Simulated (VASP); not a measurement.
Input of a VASP 6.6.1 run:

The input INCAR:

```
PREC     = Accurate       # precision mode
ENCUT    = 600            # plane-wave cutoff, eV
EDIFF    = 1E-6           # SCF threshold, eV
ISMEAR   = -1             # smearing method
SIGMA    = 0.05           # smearing width, eV
LREAL    = False          # projectors in reciprocal space
LASPH    = True           # aspherical terms in the spheres
NELM     = 150            # most SCF steps
ALGO     = Fast           # electronic algorithm
ISIF     = 3              # what is computed and relaxed
LWAVE    = False          # write WAVECAR
LCHARG   = False          # write CHGCAR
ISPIN    = 2              # spin polarisation
MAGMOM   = 0 0 0 3 3 3    # initial moments
LORBIT   = 11             # projections on sites
LMAXMIX  = 4              # l up to which the mixer works
LDAU     = True           # DFT+U
LDAUTYPE = 2            
LDAUL    = -1 2           # shell
LDAUU    = 0 2            # U, eV
LDAUJ    = 0 0          
LDAUPRINT= 1            
IBRION   = 2              # ionic algorithm
NSW      = 60             # ionic steps
EDIFFG   = -0.01          # ionic threshold
```

File KPOINTS:

```
Automatic mesh
0
Gamma
  6 6 7
```

The input POSCAR:

```
FeGe
1.0
    4.9976023358      0.0000000000      0.0000000000
   -2.4988011679      4.3280505808      0.0000000000
    0.0000000000      0.0000000000      4.1157613500
Ge Fe
3 3
Direct
    0.6666666667      0.3333333333      0.5000000000
    0.3333333333      0.6666666667      0.5000000000
    0.0000000000      0.0000000000      0.0000000000
    0.0000000000      0.5000000000      0.0000000000
    0.5000000000      0.5000000000      0.0000000000
    0.5000000000      0.0000000000      0.0000000000
```

Potentials or basis: VASP PAW LDA potentials, release 64 (Ge_d, Fe).

Launch:

```bash
$ cat potpaw_LDA.64/Ge_d/POTCAR potpaw_LDA.64/Fe/POTCAR > POTCAR
$ mpirun -np 1 vasp_std > vasp.out
```

Question: Predict the relaxed volume.

Answer: 13.76 Å³/atom.

Question: What does it give for the relaxed cell?

Answer: a = 4.887 Å, b = 4.887 Å, c = 3.991 Å, α = 90.00°, β = 90.00°, γ = 120.00°.

Question: Predict the site moments.

Answer: Ge -0.07, -0.10 (each value once); Fe +2.01 μB.

Question: What does it give for the net moment?

Answer: 5.73 μB per cell.

Eigenvalues of the final occupation matrices:
| site | spin | trace | eigenvalues |
| --- | --- | --- | --- |
| site 4 d | 1 | 4.28 | 0.81 0.84 0.86 0.88 0.89 |
| site 4 d | 2 | 2.27 | 0.31 0.31 0.43 0.59 0.62 |
| site 5 d | 1 | 4.28 | 0.81 0.84 0.86 0.88 0.89 |
| site 5 d | 2 | 2.27 | 0.31 0.31 0.43 0.59 0.62 |
| site 6 d | 1 | 4.28 | 0.81 0.84 0.86 0.88 0.89 |
| site 6 d | 2 | 2.27 | 0.31 0.31 0.43 0.59 0.62 |

Caveat: the U is typed as a test and isn't derived for this compound. The state reached can hang on the start; a lower one may exist.
